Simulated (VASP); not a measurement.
# Au (I4/mmm) in VASP: notebook

Runs on Au. Level: PBEsol. Tasks: single point.

Everything below comes from runs of VASP 6.6.1. Logs are shortened: lines on timing, memory, paths and dates and some standing lists are left out, and cuts for length are marked.

## (1) The cell of the first run

Symmetry: I4/mmm, No. 139, tetragonal system. Conventional cell: a = 2.577 Å, b = 2.577 Å, c = 5.154 Å, α = 90.00°, β = 90.00°, γ = 90.00°. Au (site symmetry 4/mmm) has 12 Au at 2.58 to 3.16 Å within 3.4 Å.

## (2) Single point, PBEsol

Contents of INCAR:

```
SYSTEM = Au
  PREC = Accurate
  ENCUT = 520
  EDIFF = 1E-6
  ISMEAR = 0
  SIGMA = 0.15
  LREAL = .FALSE.
  LASPH = .TRUE.
  NELM = 60
  ALGO = Fast
  ISIF = 2
  LWAVE = .FALSE.
  LCHARG = .TRUE.
  GGA = PS
  LELF = .TRUE.
  LVHAR = .TRUE.
  NBANDS = 12
```

Contents of KPOINTS:

```
Automatic mesh
0
G
  22 22 22
  0 0 0
```

Contents of POSCAR:

```
Au
1.0
    0.0000000000      1.8224250682      2.5769090465
    1.8224250682      0.0000000000      2.5769090465
    1.8224250682      1.8224250682      0.0000000000
Au
1
Direct
    0.0000000000      0.0000000000      0.0000000000
```

Potentials or basis: VASP PAW PBE potentials, release 64 (Au).

The run is started by

```bash
> cat potpaw_PBE.64/Au/POTCAR > POTCAR
> mpirun -np 1 vasp_std > vasp.out
```

OUTCAR:

```text
SYSTEM = Au
   PREC = Accurate
   ENCUT = 520
   EDIFF = 1E-6
   ISMEAR = 0
   LREAL = .FALSE.
   LASPH = .TRUE.
   NELM = 60
   ISIF = 2
   GGA = PS

 ion  position               nearest neighbor table
   1  0.000  0.000  0.000-

  LATTYP: Found a body centered tetragonal cell.
 ALAT       =     2.5772982479
 C/A-ratio  =     1.9996979772

  Lattice vectors:

 A1 = (  -1.8224250682,   0.0000000000,   2.5769090465)
 A2 = (   1.8224250682,   0.0000000000,   2.5769090465)
 A3 = (   0.0000000000,   1.8224250682,  -2.5769090465)

Analysis of symmetry for initial positions (statically):
=====================================================================
 Subroutine PRICEL returns:
 Original cell was already a primitive cell.

 Routine SETGRP: Setting up the symmetry group for a
 body centered tetragonal supercell.

 Subroutine GETGRP returns: Found 16 space group operations
 (whereof 16 operations were pure point group operations)
 out of a pool of 16 trial point group operations.

The static configuration has the point symmetry D_4h.

Analysis of symmetry for dynamics (positions and initial velocities):
=====================================================================
 Subroutine PRICEL returns:
 Original cell was already a primitive cell.

 Routine SETGRP: Setting up the symmetry group for a
 body centered tetragonal supercell.

 Subroutine GETGRP returns: Found 16 space group operations
 (whereof 16 operations were pure point group operations)
 out of a pool of 16 trial point group operations.

The dynamic configuration has the point symmetry D_4h.

 Subroutine INISYM returns: Found 16 space group operations
 (whereof 16 operations are pure point group operations),
 and found     1 'primitive' translations

----------------------------------------------------------------------------------------

                                     Primitive cell

  volume of cell :      17.1170

  direct lattice vectors                    reciprocal lattice vectors
     0.000000000  1.822425068  2.576909046    -0.274359703  0.274359703  0.194030907
     1.822425068  0.000000000  2.576909046     0.274359703 -0.274359703  0.194030907
     1.822425068  1.822425068  0.000000000     0.274359703  0.274359703 -0.194030907

  length of vectors
     3.156215038  3.156215038  2.577298248     0.433813884  0.433813884  0.433813884

  position of ions in fractional coordinates (direct lattice)
     0.000000000  0.000000000  0.000000000

[... 83 lines left out ...]
   POTIM  = 0.5000    time-step for ionic-motion
   TEBEG  =    0.0;   TEEND  =   0.0 temperature during run
   PSTRESS=    0.0 pullay stress
   NELECT =      11.0000    total number of electrons
   NUPDOWN=      -1.0000    fix difference up-down
   EMIN   =  10.00;   EMAX   =-10.00  energy-range for DOS
   EFERMI =   0.00;   METHOD = LEGACY
   ISMEAR =     0;   SIGMA  =   0.15  broadening in eV -4-tet -1-fermi 0-gaus
   EFERMI_NEDOS =   21; number of points for ismear=-14 and -15
   IALGO  =     68    algorithm
   IMIX   =      4    mixing-type and parameters
     AMIX     =   0.40;   BMIX     =  1.00
     AMIX_MAG =   1.60;   BMIX_MAG =  1.00
  volume/ion in A,a.u.               =      17.12       115.51
  Fermi-wavevector in a.u.,A,eV,Ry     =   1.412742  2.669696 27.155058  1.995840
  Thomas-Fermi vector in A             =   2.534459
   LORBIT       =      0    0 simple, 1 ext, 2 COOP (PROOUT), +10 PAW based schemes
   GGA     = PS    functional components
   LHFCALC =     F    Hartree Fock is set to
   AEXX    =    0.0000 exact exchange contribution
   IVDW    =     0    specifies the selected vdW correction
   LEPSILON=     F    determine dielectric tensor
   LRPA    =     F    only Hartree local field effects (RPA)
 non-spin polarized calculation
 RMM-DIIS sequential band-by-band and
 Gauss-broadening in eV      SIGMA  =   0.15
  energy-cutoff  :      520.00
  volume of cell :       17.12
 maximum number of plane-waves:       482
   NGX = 11   NGY = 11   NGZ =  9

 number of electron      11.0000001 magnetization

 Free energy of the ion-electron system (eV)
  ---------------------------------------------------
  ext. energy  EPLUGINS =         0.00000000
  ---------------------------------------------------
  free energy    TOTEN  =        -3.59659558 eV

  energy without entropy =       -3.59260967  energy(sigma->0) =       -3.59460262

 E-fermi :   9.0643     XC(G=0): -12.8093

 val. band max:        9.0640119681   @ k =  -0.4091   0.3182   0.2727
 cond. band min:       9.0889402589   @ k =  -0.2727   0.0909   0.2727
 fundamental gap:      0.0249282907
 Fermi energy:         9.0643012037

 k-point     1 :       0.0000    0.0000    0.0000
  band No.  band energies     occupation
      1      -0.6936      2.00000
      2       2.3507      2.00000
      3       3.9209      2.00000
      4       5.9929      2.00000
      5       5.9929      2.00000
      6       7.5746      2.00000
      7      22.8187      0.00000
      8      25.3588      0.00000
      9      29.5152      0.00000
     10      29.5152      0.00000
     11      31.5340      0.00000
     12      32.1430      0.00000
[... 331 lines left out ...]
 k-point    24 :      -0.4545    0.0455    0.0000
  band No.  band energies     occupation
      1       1.9996      2.00000
      2       3.1031      2.00000
      3       5.6075      2.00000
      4       6.8321      2.00000
      5       7.0501      2.00000
      6       8.8515      1.95520
      7      13.2666      0.00000
      8      19.3249      0.00000
      9      27.5422      0.00000
     10      28.8107      0.00000
     11      31.1099      0.00000
     12      34.6807      0.00000

 [... further k-points ...]

------------------------ aborting loop because EDIFF is reached ----------------------------------------

  FORCE on cell =-STRESS in cart. coord.  units (eV):
  Direction    XX          YY          ZZ          XY          YZ          ZX
  --------------------------------------------------------------------------------------
  -------------------------------------------------------------------------------------
  Total        2.6761580      2.6761580     -1.1560387      0.0000000     -0.0000000     -0.0000000
  in kB      250.4920117    250.4920117   -108.2067887      0.0000000     -0.0000000     -0.0000000
  external PRESSURE =     130.9257449 kB  Pullay stress =       0.0000000 kB

 VOLUME and BASIS-vectors are now :
 -----------------------------------------------------------------------------
  energy-cutoff  :      520.00
  volume of cell :       17.12
      direct lattice vectors                 reciprocal lattice vectors
     0.000000000  1.822425068  2.576909046    -0.274359703  0.274359703  0.194030907
     1.822425068  0.000000000  2.576909046     0.274359703 -0.274359703  0.194030907
     1.822425068  1.822425068  0.000000000     0.274359703  0.274359703 -0.194030907

 POSITION                                       TOTAL-FORCE (eV/Angst)
 -----------------------------------------------------------------------------------
      0.00000      0.00000      0.00000         0.000000      0.000000      0.000000
 -----------------------------------------------------------------------------------
    total drift:                               -0.000000     -0.000000     -0.000000

  FREE ENERGIE OF THE ION-ELECTRON SYSTEM (eV)
  ---------------------------------------------------
  free  energy   TOTEN  =        -3.5965955797 eV

  energy  without entropy=       -3.5926096677  energy(sigma->0) =       -3.59460262
```

Run time: 79 s. Hardware: 1 thread of AMD EPYC 9R45 (Zen 5), shared host; peak memory 0.24 GiB.

Results:

| Item | Value |
| --- | --- |
| Free energy | -3.5966 eV |
| Pressure | 13.1 GPa |
| Band gap on the k mesh | zero (an odd number of electrons rules out a gap without spin polarisation) |

Caveat: the stress differs along the axes, from -11 to 25 GPa; the PAW data sets were made with another functional, which shifts forces and pressure a little; spin-orbit coupling is left out, which moves the levels of the heavy elements.

## (3) Single point, PBEsol

This run uses another cell than the first one, of the same volume but with other edges.

Contents of INCAR:

```
PREC = Accurate
ENCUT = 520
EDIFF = 1E-7
ISMEAR = 0
SIGMA = 0.15
LREAL = F
LASPH = T
NELM = 60
ALGO = Fast
ISIF = 2
LWAVE = F
LCHARG = F
GGA = PS
NBANDS = 12
```

Contents of KPOINTS:

```
Automatic mesh
0
Gamma
  22 22 22
```

Contents of POSCAR:

```
Au
1.0
    0.0000000000      2.1593672412      1.8354621550
    2.1593672412      0.0000000000      1.8354621550
    2.1593672412      2.1593672412      0.0000000000
Au
1
Direct
    0.0000000000      0.0000000000      0.0000000000
```

Potentials or basis: VASP PAW PBE potentials, release 64 (Au).

The run is started by

```bash
> cat potpaw_PBE.64/Au/POTCAR > POTCAR
> mpirun -np 1 vasp_std > vasp.out
```

Run time: 96 s. Hardware: 1 thread of AMD EPYC 9R45 (Zen 5), shared host; peak memory 0.25 GiB.

The run converged. Its results:

```
Free energy            : -3.9128 eV
Pressure               : -1.0 GPa
Band gap on the k mesh : zero (an odd number of electrons rules out a gap without spin polarisation)
```

Stress tensor (GPa, compression positive):
```
-1.35  0.00  0.00
 0.00 -1.35  0.00
 0.00  0.00 -0.29
```

Levels at points of the mesh, in eV from the Fermi level:
| k point | band 4 | band 5 | band 6 | band 7 | band 8 | band 9 |
| --- | --- | --- | --- | --- | --- | --- |
| (0.00, 0.00, 0.00) | -3.98 | -3.77 | -2.66 | 14.91 | 17.53 | 17.53 |
| (0.50, 0.00, 0.00) | -2.38 | -1.62 | -0.96 | 3.13 | 13.28 | 15.40 |
| (0.50, 0.50, 0.00) | -1.64 | -1.64 | 3.08 | 8.10 | 8.10 | 8.16 |
| (0.50, 0.00, 0.50) | -2.20 | -1.33 | 0.10 | 4.58 | 10.86 | 11.39 |

Caveat: the PAW data sets were made with another functional, which shifts forces and pressure a little; spin-orbit coupling is left out, which moves the levels of the heavy elements.

## (4) Single point, PBEsol

This run uses another cell than the first one, of the same volume but with other edges.

Contents of INCAR:

```
SYSTEM = Au
ALGO = Fast
EDIFF = 1E-7
ENCUT = 520
GGA = PS
ISIF = 2
ISMEAR = 0
LASPH = .TRUE.
LCHARG = .TRUE.
LELF = .TRUE.
LREAL = .FALSE.
LVHAR = .TRUE.
LWAVE = .FALSE.
NBANDS = 12
NELM = 100
PREC = Accurate
SIGMA = 0.15
```

Contents of KPOINTS:

```
k-points
0
G
  22 22 22
  0 0 0
```

Contents of POSCAR:

```
Au
1.0
    0.0000000000      1.9248891971      2.3098670365
    1.9248891971      0.0000000000      2.3098670365
    1.9248891971      1.9248891971      0.0000000000
Au
1
Direct
    0.0000000000      0.0000000000      0.0000000000
```

The run is started by

```bash
> cat potpaw_PBE.64/Au/POTCAR > POTCAR
> mpirun -np 1 vasp_std > vasp.out
```

Run time: 86 s. Hardware: 1 thread of AMD EPYC 9R45 (Zen 5), shared host; peak memory 0.24 GiB.

It converged, with:

```yaml
Free_energy: -3.8656 eV
Pressure: 1.4 GPa
Band_gap_on_the_k_mesh: zero (an odd number of electrons rules out a gap without spin polarisation)
```

Stress tensor (GPa, compression positive):
```
 5.35  0.00  0.00
 0.00  5.35  0.00
 0.00  0.00 -6.50
```

Levels at points of the mesh, in eV from the Fermi level:
| k point | band 3 | band 4 | band 5 | band 6 | band 7 | band 8 | band 9 | band 10 |
| --- | --- | --- | --- | --- | --- | --- | --- | --- |
| (0.00, 0.00, 0.00) | -4.19 | -3.93 | -3.93 | -2.27 | 15.03 | 16.46 | 19.50 | 19.50 |
| (0.50, 0.00, 0.00) | -3.94 | -2.19 | -1.74 | -0.88 | 3.31 | 12.41 | 17.12 | 19.35 |
| (0.50, 0.50, 0.00) | -1.77 | -1.73 | -1.73 | -0.73 | 3.12 | 12.25 | 12.25 | 19.16 |
| (0.50, 0.00, 0.50) | -2.41 | -2.22 | -0.83 | 2.16 | 7.38 | 9.13 | 9.30 | 16.87 |

Caveat: the stress differs along the axes, from -6 to 5 GPa; the PAW data sets were made with another functional, which shifts forces and pressure a little; spin-orbit coupling is left out, which moves the levels of the heavy elements.

## (5) Single point, PBEsol

This run uses another cell than the first one, of the same volume but with other edges.

Contents of INCAR:

```
SYSTEM = Au
PREC = Accurate
ENCUT = 520
EDIFF = 1E-6
ISMEAR = 0
SIGMA = 0.15
LREAL = .FALSE.
LASPH = .TRUE.
NELM = 80
ALGO = Fast
ISIF = 2
LWAVE = .FALSE.
LCHARG = .FALSE.
GGA = PS
NBANDS = 12
```

Contents of KPOINTS:

```
Automatic mesh
0
G
  22 22 22
  0 0 0
```

Contents of POSCAR:

```
Au
1.0
    0.0000000000      2.2221222584      1.7332553616
    2.2221222584      0.0000000000      1.7332553616
    2.2221222584      2.2221222584      0.0000000000
Au
1
Direct
    0.0000000000      0.0000000000      0.0000000000
```

The run is started by

```bash
> cat potpaw_PBE.64/Au/POTCAR > POTCAR
> mpirun -np 1 vasp_std > vasp.out
```

It took 86 s on 1 thread of AMD EPYC 9R45 (Zen 5), shared host; peak memory 0.25 GiB.

Results (log left out):

```
Free energy            : -3.9073 eV
Pressure               : -0.9 GPa
Band gap on the k mesh : zero (an odd number of electrons rules out a gap without spin polarisation)
```

Stress tensor (GPa, compression positive):
```
-1.17  0.00  0.00
 0.00 -1.17  0.00
 0.00  0.00 -0.35
```

Levels at points of the mesh, in eV from the Fermi level:
| k point | band 4 | band 5 | band 6 | band 7 | band 8 | band 9 |
| --- | --- | --- | --- | --- | --- | --- |
| (0.00, 0.00, 0.00) | -4.41 | -3.35 | -2.67 | 15.48 | 17.03 | 17.03 |
| (0.50, 0.00, 0.00) | -2.60 | -1.48 | -0.87 | 3.27 | 12.81 | 14.62 |
| (0.50, 0.50, 0.00) | -1.70 | -1.70 | 4.44 | 7.19 | 7.19 | 9.17 |
| (0.50, 0.00, 0.50) | -2.47 | -1.32 | -0.30 | 4.06 | 11.48 | 12.42 |

Caveat: the PAW data sets were made with another functional, which shifts forces and pressure a little; spin-orbit coupling is left out, which moves the levels of the heavy elements.

## (6) Overview

| cell | further INCAR settings | gap on the mesh (eV) | pressure (GPa) |
| --- | --- | --- | --- |
| a = 3.156, b = 3.156, c = 2.577 Å, angles 65.9, 65.9, 48.2°, 1 atom | ALGO = Fast; EDIFF = 1e-06; NBANDS = 12 | none | 13.1 |
| a = 2.834, b = 2.834, c = 3.054 Å, angles 57.4, 57.4, 65.2°, 1 atom | ALGO = Fast; EDIFF = 1e-07; NBANDS = 12 | none | -1.0 |
| a = 3.007, b = 3.007, c = 2.722 Å, angles 63.1, 63.1, 53.8°, 1 atom | ALGO = Fast; EDIFF = 1e-07; NBANDS = 12 | none | 1.4 |
| a = 2.818, b = 2.818, c = 3.143 Å, angles 56.1, 56.1, 67.8°, 1 atom | ALGO = Fast; EDIFF = 1e-06; NBANDS = 12 | none | -0.9 |

Alike in all rows: task single point; level PBEsol; potentials or basis VASP PAW PBE potentials, release 64 (Au); no spin polarisation; k mesh 22 × 22 × 22; cutoff (eV) 520; smearing gaussian 0.15 eV.

Caveats: the PAW data sets were made with another functional, which shifts forces and pressure a little; spin-orbit coupling is left out, which moves the levels of the heavy elements; the stress differs along the axes, from -11 to 25 GPa (at least some runs); the stress differs along the axes, from -6 to 5 GPa (at least some runs).

Absolute energies hang on the potentials; compare differences alone.

The gap in the log of VASP goes by the Fermi energy; the results here count the filled bands.